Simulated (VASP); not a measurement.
# MgS (Pm-3m) in VASP: further runs

MgS is run at these levels: PBEsol; tasks: single point.

Program: VASP 6.6.1. These are calculated values, not measurements. Logs are shortened: lines on timing, memory, paths and dates and some standing lists are left out, and cuts for length are marked.

### Step 1. The cell of the first run

The structure is cubic, space group Pm-3m (No. 221). Conventional cell: a = 3.263 Å, b = 3.263 Å, c = 3.263 Å, α = 90.00°, β = 90.00°, γ = 90.00°. Within 3.7 Å of Mg (site symmetry m-3m) lie 8 S at 2.83 Å and 6 Mg at 3.26 Å. S (site symmetry m-3m) has 8 Mg at 2.83 Å and 6 S at 3.26 Å within 3.7 Å.

### Step 2. Single point, PBEsol

Contents of INCAR:

```
SYSTEM = MgS
  PREC = Accurate
  ENCUT = 600
  EDIFF = 1E-6
  ISMEAR = 0
  SIGMA = 0.5
  LREAL = .False.
  LASPH = .True.
  NELM = 120
  ALGO = Normal
  ISIF = 2
  LWAVE = .False.
  LCHARG = .False.
  GGA = PS
  NBANDS = 11
  GGA_COMPAT = .False.
```

Contents of KPOINTS:

```
regular mesh
0
Gamma
  6 6 6
  0 0 0
```

Contents of POSCAR:

```
MgS
1.0
    3.2628174072      0.0000000000      0.0000000000
    0.0000000000      3.2628174072      0.0000000000
    0.0000000000      0.0000000000      3.2628174072
Mg S
1 1
Direct
    0.0000000000      0.0000000000      0.0000000000
    0.5000000000      0.5000000000      0.5000000000
```

Potentials or basis: VASP PAW PBE potentials, release 64 (Mg, S).

Run with:

```sh
cat potpaw_PBE.64/Mg/POTCAR potpaw_PBE.64/S/POTCAR > POTCAR
mpirun -np 1 vasp_std > vasp.out
```

OUTCAR:

```text
SYSTEM = MgS
   PREC = Accurate
   ENCUT = 600
   EDIFF = 1E-6
   ISMEAR = 0
   LREAL = .False.
   LASPH = .True.
   NELM = 120
   ISIF = 2
   GGA = PS

 ion  position               nearest neighbor table
   1  0.000  0.000  0.000-   2 2.83   2 2.83   2 2.83   2 2.83   2 2.83   2 2.83   2 2.83   2 2.83

   2  0.500  0.500  0.500-   1 2.83   1 2.83   1 2.83   1 2.83   1 2.83   1 2.83   1 2.83   1 2.83

  LATTYP: Found a simple cubic cell.
 ALAT       =     3.2628174072

  Lattice vectors:

 A1 = (   3.2628174072,   0.0000000000,   0.0000000000)
 A2 = (   0.0000000000,   3.2628174072,   0.0000000000)
 A3 = (   0.0000000000,   0.0000000000,   3.2628174072)

Analysis of symmetry for initial positions (statically):
=====================================================================
 Subroutine PRICEL returns:
 Original cell was already a primitive cell.

 Routine SETGRP: Setting up the symmetry group for a
 simple cubic supercell.

 Subroutine GETGRP returns: Found 48 space group operations
 (whereof 48 operations were pure point group operations)
 out of a pool of 48 trial point group operations.

The static configuration has the point symmetry O_h .

Analysis of symmetry for dynamics (positions and initial velocities):
=====================================================================
 Subroutine PRICEL returns:
 Original cell was already a primitive cell.

 Routine SETGRP: Setting up the symmetry group for a
 simple cubic supercell.

 Subroutine GETGRP returns: Found 48 space group operations
 (whereof 48 operations were pure point group operations)
 out of a pool of 48 trial point group operations.

The dynamic configuration has the point symmetry O_h .

 Subroutine INISYM returns: Found 48 space group operations
 (whereof 48 operations are pure point group operations),
 and found     1 'primitive' translations

----------------------------------------------------------------------------------------

                                     Primitive cell

  volume of cell :      34.7359

  direct lattice vectors                    reciprocal lattice vectors
     3.262817407  0.000000000  0.000000000     0.306483592  0.000000000  0.000000000
     0.000000000  3.262817407  0.000000000     0.000000000  0.306483592  0.000000000
     0.000000000  0.000000000  3.262817407     0.000000000  0.000000000  0.306483592

  length of vectors
     3.262817407  3.262817407  3.262817407     0.306483592  0.306483592  0.306483592

  position of ions in fractional coordinates (direct lattice)
     0.000000000  0.000000000  0.000000000
     0.500000000  0.500000000  0.500000000

  ion indices of the primitive-cell ions
   primitive index   ion index
                 1           1
                 2           2

----------------------------------------------------------------------------------------

 KPOINTS: regular mesh

Automatic generation of k-mesh.
 Grid dimensions read from file:
 generate k-points for:    6    6    6

 Generating k-lattice:

  Cartesian coordinates                     Fractional coordinates (reciprocal lattice)
     0.051080599  0.000000000  0.000000000     0.166666667  0.000000000  0.000000000
     0.000000000  0.051080599  0.000000000     0.000000000  0.166666667  0.000000000
     0.000000000  0.000000000  0.051080599     0.000000000  0.000000000  0.166666667

  Length of vectors
     0.051080599  0.051080599  0.051080599

  Shift w.r.t. Gamma in fractional coordinates (k-lattice)
     0.000000000  0.000000000  0.000000000

 Subroutine IBZKPT returns following result:
 ===========================================

 Found     20 irreducible k-points:

 Following reciprocal coordinates:
            Coordinates               Weight
  0.000000  0.000000  0.000000      1.000000
  0.166667  0.000000  0.000000      6.000000
  0.333333  0.000000  0.000000      6.000000
  0.500000  0.000000  0.000000      3.000000
  0.166667  0.166667  0.000000     12.000000
  0.333333  0.166667  0.000000     24.000000
[... 12 lines left out ...]
  0.500000  0.500000  0.333333      6.000000
  0.500000  0.500000  0.500000      1.000000
   k-points           NKPTS =     20   k-points in BZ     NKDIM =     20   number of bands    NBANDS=     11
   number of dos      NEDOS =    301   number of ions     NIONS =      2
   total plane-waves  NPLWV =  21952
   dimension x,y,z NGX =    28 NGY =   28 NGZ =   28
   dimension x,y,z NGXF=    56 NGYF=   56 NGZF=   56
   ions per type =               1   1
   NGX,Y,Z   is equivalent  to a cutoff of  14.27, 14.27, 14.27 a.u.
   NGXF,Y,Z  is equivalent  to a cutoff of  28.53, 28.53, 28.53 a.u.
 SYSTEM =  MgS
   PREC   = accura    normal or accurate (medium, high low for compatibility)
   ISTART =      0    job   : 0-new  1-cont  2-samecut
   ICHARG =      2    charge: 1-file 2-atom 10-const
   ISPIN  =      1    spin polarized calculation?
   LNONCOLLINEAR =      F non collinear calculations
   LSORBIT =      F    spin-orbit coupling
   LASPH  =      T    aspherical Exc in radial PAW
   ENCUT  =  600.0 eV  44.10 Ry    6.64 a.u.   6.52  6.52  6.52*2*pi/ulx,y,z
   NELM   =    120;   NELMIN=  2; NELMDL= -5     # of ELM steps
   EDIFF  = 0.1E-05   stopping-criterion for ELM
   LREAL  =      F    real-space projection
[... 7 lines left out ...]
   TEBEG  =    0.0;   TEEND  =   0.0 temperature during run
   PSTRESS=    0.0 pullay stress
   NELECT =       8.0000    total number of electrons
   NUPDOWN=      -1.0000    fix difference up-down
   EMIN   =  10.00;   EMAX   =-10.00  energy-range for DOS
   EFERMI =   0.00;   METHOD = LEGACY
   ISMEAR =     0;   SIGMA  =   0.50  broadening in eV -4-tet -1-fermi 0-gaus
   EFERMI_NEDOS =   21; number of points for ismear=-14 and -15
   IALGO  =     38    algorithm
   IMIX   =      4    mixing-type and parameters
     AMIX     =   0.40;   BMIX     =  1.00
     AMIX_MAG =   1.60;   BMIX_MAG =  1.00
  volume/ion in A,a.u.               =      17.37       117.20
  Fermi-wavevector in a.u.,A,eV,Ry     =   1.003488  1.896317 13.700898  1.006988
  Thomas-Fermi vector in A             =   2.136043
   LORBIT       =      0    0 simple, 1 ext, 2 COOP (PROOUT), +10 PAW based schemes
   GGA     = PS    functional components
   LHFCALC =     F    Hartree Fock is set to
   AEXX    =    0.0000 exact exchange contribution
   IVDW    =     0    specifies the selected vdW correction
   LEPSILON=     F    determine dielectric tensor
   LRPA    =     F    only Hartree local field effects (RPA)
 non-spin polarized calculation
 Gauss-broadening in eV      SIGMA  =   0.50
  energy-cutoff  :      600.00
  volume of cell :       34.74
 maximum number of plane-waves:      1189
 NGX is ok and might be reduce to    28
   NGX = 13   NGY = 13   NGZ = 13

 number of electron       8.0000001 magnetization

 Free energy of the ion-electron system (eV)
  ---------------------------------------------------
  ext. energy  EPLUGINS =         0.00000000
  ---------------------------------------------------
  free energy    TOTEN  =        -7.89281098 eV

  energy without entropy =       -7.84602375  energy(sigma->0) =       -7.86941737

 E-fermi :   5.4948     XC(G=0):  -9.9789

 val. band max:        5.3048925803   @ k =   0.5000   0.3333   0.0000
 cond. band min:       5.5122095240   @ k =   0.5000   0.5000   0.0000
 fundamental gap:      0.2073169437
 Fermi energy:         5.4948211456

 k-point     1 :       0.0000    0.0000    0.0000
  band No.  band energies     occupation
      1      -8.6694      2.00000
      2       4.0258      1.99997
      3       4.0258      1.99997
      4       4.0258      1.99997
      5       6.1675      0.05709
      6       9.6429      0.00000
      7       9.6429      0.00000
      8      17.8380      0.00000
      9      17.8380      0.00000
     10      17.8380      0.00000
     11      18.6564      0.00000

 k-point     2 :       0.1667    0.0000    0.0000
  band No.  band energies     occupation
      1      -8.4308      2.00000
      2       1.9889      2.00000
      3       4.1903      1.99978
      4       4.1903      1.99978
      5       7.2283      0.00000
      6      10.0190      0.00000
      7      11.2429      0.00000
      8      15.6754      0.00000
      9      15.6754      0.00000
     10      16.9841      0.00000
     11      18.9684      0.00000

 k-point     3 :       0.3333    0.0000    0.0000
  band No.  band energies     occupation
      1      -7.8519      2.00000
      2      -0.3633      2.00000
      3       4.5643      1.99151
      4       4.5643      1.99151
      5       8.3558      0.00000
      6      11.1274      0.00000
      7      12.3362      0.00000
      8      13.5940      0.00000
      9      13.5940      0.00000
     10      15.8920      0.00000
     11      18.1353      0.00000

 k-point     4 :       0.5000    0.0000    0.0000
  band No.  band energies     occupation
      1      -7.4798      2.00000
      2      -1.3631      2.00000
      3       4.7816      1.95635
      4       4.7816      1.95635
      5       9.1457      0.00000
      6      11.6105      0.00000
      7      12.4677      0.00000
      8      12.7737      0.00000
      9      12.7737      0.00000
     10      13.8088      0.00000
     11      20.4633      0.00000
[... 183 lines left out ...]
 k-point    18 :       0.5000    0.3333    0.3333
  band No.  band energies     occupation
      1      -6.1436      2.00000
      2       0.6664      2.00000
      3       1.8354      2.00000
      4       2.1343      2.00000
      5       7.0965      0.00001
      6       7.6414      0.00000
      7       9.0300      0.00000
      8      13.3914      0.00000
      9      17.9260      0.00000
     10      18.6343      0.00000
     11      19.9918      0.00000

 k-point    19 :       0.5000    0.5000    0.3333
  band No.  band energies     occupation
      1      -5.8683      2.00000
      2       1.1428      2.00000
      3       1.1428      2.00000
      4       2.3685      2.00000
      5       6.1940      0.04797
      6       8.0341      0.00000
      7       8.0341      0.00000
      8      12.1129      0.00000
      9      18.7364      0.00000
     10      20.6671      0.00000
     11      20.6671      0.00000

 k-point    20 :       0.5000    0.5000    0.5000
  band No.  band energies     occupation
      1      -5.6033      2.00000
      2       1.5584      2.00000
      3       1.5584      2.00000
      4       1.5584      2.00000
      5       6.9468      0.00004
      6       6.9468      0.00004
      7       6.9468      0.00004
      8      10.7001      0.00000
      9      21.7355      0.00000
     10      21.7355      0.00000
     11      21.7355      0.00000

------------------------ aborting loop because EDIFF is reached ----------------------------------------

  FORCE on cell =-STRESS in cart. coord.  units (eV):
  Direction    XX          YY          ZZ          XY          YZ          ZX
  --------------------------------------------------------------------------------------
  -------------------------------------------------------------------------------------
  Total       -0.3598204     -0.3598204     -0.3598204      0.0000000      0.0000000      0.0000000
  in kB      -16.5965598    -16.5965598    -16.5965598      0.0000000      0.0000000      0.0000000
  external PRESSURE =     -16.5965598 kB  Pullay stress =       0.0000000 kB

 VOLUME and BASIS-vectors are now :
 -----------------------------------------------------------------------------
  energy-cutoff  :      600.00
  volume of cell :       34.74
      direct lattice vectors                 reciprocal lattice vectors
     3.262817407  0.000000000  0.000000000     0.306483592  0.000000000  0.000000000
     0.000000000  3.262817407  0.000000000     0.000000000  0.306483592  0.000000000
     0.000000000  0.000000000  3.262817407     0.000000000  0.000000000  0.306483592

 POSITION                                       TOTAL-FORCE (eV/Angst)
 -----------------------------------------------------------------------------------
      0.00000      0.00000      0.00000         0.000000      0.000000      0.000000
      1.63141      1.63141      1.63141         0.000000      0.000000      0.000000
 -----------------------------------------------------------------------------------
    total drift:                               -0.000000      0.000000      0.000000

  FREE ENERGIE OF THE ION-ELECTRON SYSTEM (eV)
  ---------------------------------------------------
  free  energy   TOTEN  =        -7.8928109798 eV

  energy  without entropy=       -7.8460237512  energy(sigma->0) =       -7.86941737
```

Wall time 9.3 s (1 thread of AMD EPYC 7R43 (Zen 3), shared host); peak memory 0.12 GiB.

Results:

| Property | Result |
| --- | --- |
| Free energy | -7.8928 eV |
| Pressure | -1.7 GPa |
| Band gap on the k mesh | zero (band 4 reaches 5.30 eV, above the bottom of band 5 at 5.26 eV) |

Levels at points of the mesh, in eV from the Fermi level:
```
           k point  band 2  band 3  band 4  band 5  band 6  band 7
(0.00, 0.00, 0.00)   -1.47   -1.47   -1.47    0.67    4.15    4.15
(0.50, 0.00, 0.00)   -6.86   -0.71   -0.71    3.65    6.12    6.97
(0.50, 0.50, 0.00)   -5.22   -5.22   -0.58    0.02    7.42    8.22
(0.50, 0.50, 0.50)   -3.94   -3.94   -3.94    1.45    1.45    1.45
```

Caveat: the PAW data sets were made with another functional, which shifts forces and pressure a little.

### Step 3. Single point, PBEsol

Contents of INCAR:

```
ALGO = Normal ; EDIFF = 1E-6
ENCUT = 600 ; GGA = PS
GGA_COMPAT = F ; ISIF = 2
ISMEAR = -1 ; LASPH = T
LCHARG = F ; LREAL = F
LWAVE = F ; NBANDS = 11
NELM = 120 ; PREC = Accurate
SIGMA = 0.5
```

Contents of KPOINTS:

```
k-points
0
Gamma
  6 6 6
```

POSCAR is that of step 2.

Potentials or basis: VASP PAW PBE potentials, release 64 (Mg, S).

Run with:

```sh
cat potpaw_PBE.64/Mg/POTCAR potpaw_PBE.64/S/POTCAR > POTCAR
mpirun -np 1 vasp_std > vasp.out
```

Wall time 9.8 s (1 thread of AMD EPYC 7R43 (Zen 3), shared host); peak memory 0.13 GiB.

It converged, with:

```yaml
Free_energy: -8.0570 eV
Pressure: -1.5 GPa
```

Levels at points of the mesh, in eV from the Fermi level:
| k point | band 1 | band 2 | band 3 | band 4 | band 5 | band 6 | band 7 | band 8 |
| --- | --- | --- | --- | --- | --- | --- | --- | --- |
| (0.00, 0.00, 0.00) | -14.39 | -1.69 | -1.69 | -1.69 | 0.51 | 3.99 | 3.99 | 12.20 |
| (0.50, 0.00, 0.00) | -13.21 | -7.04 | -0.95 | -0.95 | 3.49 | 5.94 | 6.78 | 7.13 |
| (0.50, 0.50, 0.00) | -12.25 | -5.41 | -5.41 | -0.71 | -0.23 | 7.23 | 8.06 | 8.06 |
| (0.50, 0.50, 0.50) | -11.36 | -4.15 | -4.15 | -4.15 | 1.31 | 1.31 | 1.31 | 5.11 |

Caveat: the PAW data sets were made with another functional, which shifts forces and pressure a little.

### Step 4. Single point, PBEsol

Contents of INCAR:

```
  PREC = Accurate
  ENCUT = 600
  EDIFF = 1E-6
  ISMEAR = 1
  SIGMA = 0.001
  LREAL = False
  LASPH = True
  NELM = 120
  ALGO = Normal
  ISIF = 2
  LWAVE = False
  LCHARG = False
  GGA = PS
  NBANDS = 11
  GGA_COMPAT = False
```

Contents of KPOINTS:

```
Automatic mesh
0
Gamma
  6 6 6
```

POSCAR is that of step 3.

Run with:

```sh
cat potpaw_PBE.64/Mg/POTCAR potpaw_PBE.64/S/POTCAR > POTCAR
mpirun -np 1 vasp_std > vasp.out
```

Wall time 13 s (1 thread of AMD EPYC 7R43 (Zen 3), shared host); peak memory 0.12 GiB.

The run converged. Its results:

- Free energy: -7.8631 eV
- Pressure: -1.8 GPa
- Band gap on the k mesh: zero (band 4 reaches 5.29 eV, above the bottom of band 5 at 5.26 eV)

Levels at points of the mesh, in eV from the Fermi level:
```csv
k point,band 2,band 3,band 4,band 5,band 6,band 7
"(0.00, 0.00, 0.00)",-1.28,-1.28,-1.28,0.88,4.35,4.35
"(0.50, 0.00, 0.00)",-6.66,-0.52,-0.52,3.86,6.32,7.17
"(0.50, 0.50, 0.00)",-5.02,-5.02,-0.37,0.21,7.62,8.43
"(0.50, 0.50, 0.50)",-3.74,-3.74,-3.74,1.66,1.66,1.66
```

Caveat: the PAW data sets were made with another functional, which shifts forces and pressure a little.

### Step 5. Summary

```tsv
smearing	gap on the mesh (eV)	pressure (GPa)
gaussian 0.5 eV	none	-1.7
fermi-dirac 0.5 eV	-	-1.5
methfessel-paxton 0.001 eV	none	-1.8
```

Alike in all rows: task single point; level PBEsol; potentials or basis VASP PAW PBE potentials, release 64 (Mg, S); no spin polarisation; cell as given; k mesh 6 × 6 × 6; cutoff (eV) 600.

Caveats: the PAW data sets were made with another functional, which shifts forces and pressure a little.

Total energies depend on the potentials used, so only differences within one code and one set of settings carry meaning.
